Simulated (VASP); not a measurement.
A run of VASP 6.6.1 is set up as follows.

File INCAR:

```
PREC = Accurate
ENCUT = 520
EDIFF = 1E-8
ISMEAR = -1
SIGMA = 0.15
LREAL = False
LASPH = True
NELM = 60
ALGO = Normal
ISIF = 2
LWAVE = False
LCHARG = False
GGA = PE
NBANDS = 15
IBRION = 8
NSW = 1
```

Contents of KPOINTS:

```
regular mesh
0
Gamma
  16 16 16
```

File POSCAR:

```
TaN
1.0
    0.0000000000      2.2238343642      2.2238343642
    2.2238343642      0.0000000000      2.2238343642
    2.2238343642      2.2238343642      0.0000000000
Ta N
1 1
Direct
    0.5000000000      0.5000000000      0.5000000000
    0.0000000000      0.0000000000      0.0000000000
```

Potentials or basis: VASP PAW PBE potentials, release 64 (Ta_pv, N).

The run is started by

```bash
$ cat potpaw_PBE.64/Ta_pv/POTCAR potpaw_PBE.64/N/POTCAR > POTCAR
$ mpirun -np 1 vasp_std > vasp.out
```

Question: What does it give for the highest phonon frequency at Γ, LO-TO splitting left out?

Answer: 357 cm⁻¹.

Phonon frequencies in cm⁻¹ (negative: imaginary):
```tsv
q point	frequencies
(0.000, 0.000, 0.000)	0 0 0 357 357 357
```

Caveat: the cell differs from its parent crystal (phonons at volume x 1.02); the cell wasn't relaxed at this level first, which shifts response properties.
